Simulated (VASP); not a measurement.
Crystal: TePb.

```
Pb Te
1.0
     0.00000    3.27352    3.27352
     3.27352    0.00000    3.27352
     3.27352    3.27352    0.00000
Pb Te
1 1
Direct
  0.00000 0.00000 0.00000
  0.50000 0.50000 0.50000
```

Base run:

```yaml
Program: VASP 6.6.1
Functional: PBEsol
Potentials_or_basis: VASP PAW PBE potentials, release 64 (Pb_d, Te)
Cutoff: 520 eV
k_mesh: 7 × 7 × 7
Occupations: fermi-dirac, width 0.05 eV
Spin: no spin polarisation
```

Its results: pressure -2.0 GPa.

Question: The run is repeated on the same cell with these changes: functional from PBEsol to PBE. What comes out?

Answer: Pressure 0.3 GPa.

PBE binds less tightly than PBEsol, so the same cell stands under more pressure.

Caveats: the PAW data sets were made with another functional, which shifts forces and pressure a little (some runs).
